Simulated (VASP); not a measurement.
# GaN (Fm-3m) in VASP: further runs

GaN is run at these levels: LDA, PBEsol+D3(BJ), PBEsol; tasks: single point, relaxation of cell and atoms.

Everything below comes from runs of VASP 6.6.1. Logs are shortened: lines on timing, memory, paths and dates and some standing lists are left out, and cuts for length are marked.

**1. The cell of the first run**

The structure is cubic, space group Fm-3m (No. 225). The conventional cell has a = 4.181 Å, b = 4.181 Å, c = 4.181 Å, α = 90.00°, β = 90.00°, γ = 90.00°. Ga (site symmetry m-3m) has 6 N at 2.09 Å within 2.8 Å. N (site symmetry m-3m) has 6 Ga at 2.09 Å within 2.8 Å.

**2. Single point, LDA**

The input, INCAR:

```
ALGO = Normal ; EDIFF = 1E-7
ENCUT = 520 ; GGA = CA
ISIF = 2 ; ISMEAR = 0
LASPH = T ; LCHARG = F
LREAL = F ; LWAVE = F
NBANDS = 16 ; NELM = 60
PREC = Accurate ; SIGMA = 0.01
```

The input, KPOINTS:

```
k-points
0
Gamma
  8 8 8
```

The input, POSCAR:

```
GaN
1.0
    0.0000000000      2.0903963112      2.0903963112
    2.0903963112      0.0000000000      2.0903963112
    2.0903963112      2.0903963112      0.0000000000
Ga N
1 1
Direct
    0.0000000000      0.0000000000      0.0000000000
    0.5000000000      0.5000000000      0.5000000000
```

Potentials or basis: VASP PAW LDA potentials, release 64 (Ga_d, N).

Launch:

```
cat potpaw_LDA.64/Ga_d/POTCAR potpaw_LDA.64/N/POTCAR > POTCAR
mpirun -np 1 vasp_std > vasp.out
```

OUTCAR:

```text
EDIFF = 1E-7
   ENCUT = 520
   GGA = CA
   ISIF = 2
   ISMEAR = 0
   LASPH = T
   LREAL = F
   NELM = 60
   PREC = Accurate

 ion  position               nearest neighbor table
   1  0.000  0.000  0.000-   2 2.09   2 2.09   2 2.09   2 2.09   2 2.09   2 2.09
   2  0.500  0.500  0.500-   1 2.09   1 2.09   1 2.09   1 2.09   1 2.09   1 2.09

  LATTYP: Found a face centered cubic cell.
 ALAT       =     4.1807926224

  Lattice vectors:

 A1 = (   0.0000000000,   2.0903963112,   2.0903963112)
 A2 = (   2.0903963112,   0.0000000000,   2.0903963112)
 A3 = (   2.0903963112,   2.0903963112,   0.0000000000)

Analysis of symmetry for initial positions (statically):
=====================================================================
 Subroutine PRICEL returns:
 Original cell was already a primitive cell.

 Routine SETGRP: Setting up the symmetry group for a
 face centered cubic supercell.

 Subroutine GETGRP returns: Found 48 space group operations
 (whereof 48 operations were pure point group operations)
 out of a pool of 48 trial point group operations.

The static configuration has the point symmetry O_h .

Analysis of symmetry for dynamics (positions and initial velocities):
=====================================================================
 Subroutine PRICEL returns:
 Original cell was already a primitive cell.

 Routine SETGRP: Setting up the symmetry group for a
 face centered cubic supercell.

 Subroutine GETGRP returns: Found 48 space group operations
 (whereof 48 operations were pure point group operations)
 out of a pool of 48 trial point group operations.

The dynamic configuration has the point symmetry O_h .

 Subroutine INISYM returns: Found 48 space group operations
 (whereof 48 operations are pure point group operations),
 and found     1 'primitive' translations

----------------------------------------------------------------------------------------

                                     Primitive cell

  volume of cell :      18.2690

  direct lattice vectors                    reciprocal lattice vectors
     0.000000000  2.090396311  2.090396311    -0.239189094  0.239189094  0.239189094
     2.090396311  0.000000000  2.090396311     0.239189094 -0.239189094  0.239189094
     2.090396311  2.090396311  0.000000000     0.239189094  0.239189094 -0.239189094

  length of vectors
     2.956266814  2.956266814  2.956266814     0.414287664  0.414287664  0.414287664

  position of ions in fractional coordinates (direct lattice)
     0.000000000  0.000000000  0.000000000
     0.500000000  0.500000000  0.500000000

  ion indices of the primitive-cell ions
   primitive index   ion index
                 1           1
                 2           2

----------------------------------------------------------------------------------------

 KPOINTS: k-points

Automatic generation of k-mesh.
 Grid dimensions read from file:
 generate k-points for:    8    8    8

 Generating k-lattice:

  Cartesian coordinates                     Fractional coordinates (reciprocal lattice)
    -0.029898637  0.029898637  0.029898637     0.125000000  0.000000000  0.000000000
     0.029898637 -0.029898637  0.029898637     0.000000000  0.125000000  0.000000000
     0.029898637  0.029898637 -0.029898637     0.000000000  0.000000000  0.125000000

  Length of vectors
     0.051785958  0.051785958  0.051785958

  Shift w.r.t. Gamma in fractional coordinates (k-lattice)
     0.000000000  0.000000000  0.000000000

 Subroutine IBZKPT returns following result:
 ===========================================

 Found     29 irreducible k-points:

 Following reciprocal coordinates:
            Coordinates               Weight
  0.000000  0.000000  0.000000      1.000000
  0.125000  0.000000  0.000000      8.000000
  0.250000  0.000000  0.000000      8.000000
  0.375000  0.000000  0.000000      8.000000
  0.500000  0.000000  0.000000      4.000000
  0.125000  0.125000  0.000000      6.000000
[... 16 lines left out ...]
  0.500000  0.250000  0.125000     48.000000
 -0.375000  0.250000  0.125000     24.000000
 [... further k-points ...]
   k-points           NKPTS =     29   k-points in BZ     NKDIM =     29   number of bands    NBANDS=     16
   number of dos      NEDOS =    301   number of ions     NIONS =      2
   total plane-waves  NPLWV =  13824
   dimension x,y,z NGX =    24 NGY =   24 NGZ =   24
   dimension x,y,z NGXF=    48 NGYF=   48 NGZF=   48
   ions per type =               1   1
   NGX,Y,Z   is equivalent  to a cutoff of  13.50, 13.50, 13.50 a.u.
   NGXF,Y,Z  is equivalent  to a cutoff of  26.99, 26.99, 26.99 a.u.
 SYSTEM =  unknown system
   PREC   = accura    normal or accurate (medium, high low for compatibility)
   ISTART =      0    job   : 0-new  1-cont  2-samecut
   ICHARG =      2    charge: 1-file 2-atom 10-const
   ISPIN  =      1    spin polarized calculation?
   LNONCOLLINEAR =      F non collinear calculations
   LSORBIT =      F    spin-orbit coupling
   LASPH  =      T    aspherical Exc in radial PAW
   ENCUT  =  520.0 eV  38.22 Ry    6.18 a.u.   5.50  5.50  5.50*2*pi/ulx,y,z
   NELM   =     60;   NELMIN=  2; NELMDL= -5     # of ELM steps
   EDIFF  = 0.1E-06   stopping-criterion for ELM
   LREAL  =      F    real-space projection
   EDIFFG = 0.1E-05   stopping-criterion for IOM
   NSW    =      0    number of steps for IOM
   IBRION =     -1    ionic relax: 0-MD 1-quasi-New 2-CG
   NFREE  =      0    steps in history (QN), initial steepest desc. (CG)
   ISIF   =      2    stress and relaxation
   ISYM   =      2    0-nonsym 1-usesym 2-fastsym
   POTIM  = 0.5000    time-step for ionic-motion
   TEBEG  =    0.0;   TEEND  =   0.0 temperature during run
   PSTRESS=    0.0 pullay stress
   NELECT =      18.0000    total number of electrons
   NUPDOWN=      -1.0000    fix difference up-down
   EMIN   =  10.00;   EMAX   =-10.00  energy-range for DOS
   EFERMI =   0.00;   METHOD = LEGACY
   ISMEAR =     0;   SIGMA  =   0.01  broadening in eV -4-tet -1-fermi 0-gaus
   EFERMI_NEDOS =   21; number of points for ismear=-14 and -15
   IALGO  =     38    algorithm
   IMIX   =      4    mixing-type and parameters
     AMIX     =   0.40;   BMIX     =  1.00
     AMIX_MAG =   1.60;   BMIX_MAG =  1.00
  volume/ion in A,a.u.               =       9.13        61.64
  Fermi-wavevector in a.u.,A,eV,Ry     =   1.629022  3.078406 36.105967  2.653714
  Thomas-Fermi vector in A             =   2.721557
   LORBIT       =      0    0 simple, 1 ext, 2 COOP (PROOUT), +10 PAW based schemes
   GGA     = CA    functional components
   LHFCALC =     F    Hartree Fock is set to
   AEXX    =    0.0000 exact exchange contribution
   IVDW    =     0    specifies the selected vdW correction
   LEPSILON=     F    determine dielectric tensor
   LRPA    =     F    only Hartree local field effects (RPA)
 non-spin polarized calculation
 Gauss-broadening in eV      SIGMA  =   0.01
  energy-cutoff  :      520.00
  volume of cell :       18.27
 maximum number of plane-waves:       531
 NGX is ok and might be reduce to    24
   NGX = 11   NGY = 11   NGZ = 11

 number of electron      17.9999998 magnetization

 Free energy of the ion-electron system (eV)
  ---------------------------------------------------
  ext. energy  EPLUGINS =         0.00000000
  ---------------------------------------------------
  free energy    TOTEN  =       -13.08089673 eV

  energy without entropy =      -13.08089673  energy(sigma->0) =      -13.08089673

 E-fermi :   8.2102     XC(G=0): -13.6676

 val. band max:        8.0846419026   @ k =  -0.2500   0.1250   0.0000
 cond. band min:       8.7232482246   @ k =   0.5000   0.5000   0.0000
 fundamental gap:      0.6386063220
 Fermi energy:         8.2101771604

 k-point     1 :       0.0000    0.0000    0.0000
  band No.  band energies     occupation
      1      -9.4352      2.00000
      2      -5.9921      2.00000
      3      -5.9921      2.00000
      4      -5.9921      2.00000
      5      -5.8857      2.00000
      6      -5.8857      2.00000
[... 8 lines left out ...]
     15      24.0956      0.00000
     16      24.0961      0.00000

 k-point     2 :       0.1250    0.0000    0.0000
  band No.  band energies     occupation
      1      -9.1170      2.00000
      2      -6.0059      2.00000
      3      -5.9805      2.00000
      4      -5.9805      2.00000
      5      -5.9029      2.00000
      6      -5.9029      2.00000
[... 8 lines left out ...]
     15      24.4069      0.00000
     16      24.4069      0.00000

 k-point     3 :       0.2500    0.0000    0.0000
  band No.  band energies     occupation
      1      -8.2142      2.00000
      2      -6.0428      2.00000
      3      -6.0428      2.00000
      4      -6.0380      2.00000
      5      -5.8521      2.00000
      6      -5.8521      2.00000
[... 8 lines left out ...]
     15      26.1484      0.00000
     16      26.1484      0.00000

 k-point     4 :       0.3750    0.0000    0.0000
  band No.  band energies     occupation
      1      -6.9662      2.00000
      2      -6.1305      2.00000
      3      -6.1305      2.00000
      4      -6.0657      2.00000
      5      -5.7736      2.00000
      6      -5.7736      2.00000
[... 8 lines left out ...]
     15      28.9209      0.00000
     16      28.9209      0.00000
[... 324 lines left out ...]
 k-point    22 :       0.3750    0.2500    0.1250
  band No.  band energies     occupation
      1      -7.7571      2.00000
      2      -6.0692      2.00000
      3      -6.0161      2.00000
      4      -5.9390      2.00000
      5      -5.8537      2.00000
      6      -5.5893      2.00000
[... 8 lines left out ...]
     15      29.5872      0.00000
     16      30.0111      0.00000

 k-point    23 :       0.5000    0.2500    0.1250
  band No.  band energies     occupation
      1      -7.2429      2.00000
      2      -6.0966      2.00000
      3      -6.0268      2.00000
      4      -5.9482      2.00000
      5      -5.7707      2.00000
      6      -4.9040      2.00000
[... 8 lines left out ...]
     15      29.6094      0.00000
     16      31.1356      0.00000

 k-point    24 :      -0.3750    0.2500    0.1250
  band No.  band energies     occupation
      1      -7.0926      2.00000
      2      -6.1274      2.00000
      3      -6.0295      2.00000
      4      -5.9401      2.00000
      5      -5.7361      2.00000
      6      -4.2892      2.00000
[... 8 lines left out ...]
     15      27.3340      0.00000
     16      32.0263      0.00000

 [... further k-points ...]
[... 5 lines left out ...]
  --------------------------------------------------------------------------------------
  -------------------------------------------------------------------------------------
  Total        0.1683960      0.1683960      0.1683960      0.0000000      0.0000000      0.0000000
  in kB       14.7681622     14.7681622     14.7681622      0.0000000      0.0000000      0.0000000
  external PRESSURE =      14.7681622 kB  Pullay stress =       0.0000000 kB

 VOLUME and BASIS-vectors are now :
 -----------------------------------------------------------------------------
  energy-cutoff  :      520.00
  volume of cell :       18.27
      direct lattice vectors                 reciprocal lattice vectors
     0.000000000  2.090396311  2.090396311    -0.239189094  0.239189094  0.239189094
     2.090396311  0.000000000  2.090396311     0.239189094 -0.239189094  0.239189094
     2.090396311  2.090396311  0.000000000     0.239189094  0.239189094 -0.239189094

 POSITION                                       TOTAL-FORCE (eV/Angst)
 -----------------------------------------------------------------------------------
      0.00000      0.00000      0.00000         0.000000     -0.000000     -0.000000
      2.09040      2.09040      2.09040        -0.000000      0.000000      0.000000
 -----------------------------------------------------------------------------------
    total drift:                                0.000000     -0.000000     -0.000000

  FREE ENERGIE OF THE ION-ELECTRON SYSTEM (eV)
  ---------------------------------------------------
  free  energy   TOTEN  =       -13.0808967319 eV

  energy  without entropy=      -13.0808967319  energy(sigma->0) =      -13.08089673
```

Wall time 15 s (1 thread of Intel Xeon Platinum 8488C (Sapphire Rapids), shared host); peak memory 0.13 GiB.

Results:

```
Free energy            : -13.0809 eV
Pressure               : 1.5 GPa
Band gap on the k mesh : 0.64 eV, indirect (least direct gap 3.25 eV)
```

**3. Relaxation of cell and atoms, PBEsol+D3(BJ)**

This run uses another cell than the first one, of 9.74 Å³/atom, 1.066 times its volume.

The input, INCAR:

```
PREC     = Accurate       # precision mode
ENCUT    = 600            # plane-wave cutoff, eV
EDIFF    = 1E-7           # SCF threshold, eV
ISMEAR   = 0              # smearing method
SIGMA    = 0.01           # smearing width, eV
LREAL    = F              # projectors in reciprocal space
LASPH    = T              # aspherical terms in the spheres
NELM     = 80             # most SCF steps
ALGO     = Normal         # electronic algorithm
ISIF     = 3              # what is computed and relaxed
LWAVE    = F              # write WAVECAR
LCHARG   = F              # write CHGCAR
GGA      = PS             # functional
IVDW     = 12             # dispersion correction
IBRION   = 2              # ionic algorithm
NSW      = 80             # ionic steps
EDIFFG   = -0.01          # ionic threshold
```

The input, KPOINTS:

```
regular mesh
0
Gamma
  8 8 8
```

The input, POSCAR:

```
GaN
1.0
    0.0000000000      2.1352350000      2.1352350000
    2.1352350000      0.0000000000      2.1352350000
    2.1352350000      2.1352350000      0.0000000000
Ga N
1 1
Direct
    0.0000000000      0.0000000000      0.0000000000
    0.5000000000      0.5000000000      0.5000000000
```

Potentials or basis: VASP PAW PBE potentials, release 64 (Ga_d, N).

Launch:

```
cat potpaw_PBE.64/Ga_d/POTCAR potpaw_PBE.64/N/POTCAR > POTCAR
mpirun -np 1 vasp_std > vasp.out
```

Wall time 34 s (1 thread of Intel Xeon Platinum 8488C (Sapphire Rapids), shared host); peak memory 0.15 GiB.

It converged, with:

- Free energy: -12.8062 eV
- Relaxed volume: 9.22 Å³/atom
- Relaxed cell: a = 2.965 Å, b = 2.965 Å, c = 2.965 Å, α = 60.00°, β = 60.00°, γ = 60.00°
- Space group after relaxing (to 0.05 Å): Fm-3m (No. 225)
- Energy gained by relaxing: 20.2 meV/atom
- Ionic steps: 3
- Pressure after relaxing: -0.2 GPa
- Band gap on the k mesh: 0.68 eV, indirect (least direct gap 3.05 eV)
- Dispersion energy per atom: -0.275 eV

Step by step:
| step | energy change (eV) | largest force (eV/Å) | pressure (GPa) | volume (Å³) |
| --- | --- | --- | --- | --- |
| 1 | 0.0000 | 0.0000 | -11.84 | 19.47 |
| 2 | -0.0019 | 0.0000 | 14.04 | 17.51 |
| 3 | -0.0404 | 0.0000 | -0.16 | 18.44 |

Final structure:
```yaml
crystal:
  lattice:
    - [0.00000, 2.09691, 2.09691]
    - [2.09691, 0.00000, 2.09691]
    - [2.09691, 2.09691, 0.00000]
  atoms:
    - { symbol: Ga, position: [0.00000, 0.00000, 0.00000] }
    - { symbol: N, position: [0.50000, 0.50000, 0.50000] }
```

Levels at points of the mesh, in eV from the valence-band top:
```tsv
k point	band 6	band 7	band 8	band 9	band 10	band 11	band 12	band 13
(0.00, 0.00, 0.00)	-13.81	-0.53	-0.53	-0.53	2.52	14.76	14.76	14.76
(0.50, 0.00, 0.00)	-13.67	-8.43	-0.15	-0.15	4.72	9.13	9.13	9.71
(0.50, 0.50, 0.00)	-10.84	-7.37	-3.15	-3.15	0.68	7.72	12.10	14.74
```

Caveat: the PAW data sets were made with another functional, which shifts forces and pressure a little. A k mesh can miss the band edges.

(Continued in part 2 of 2.)
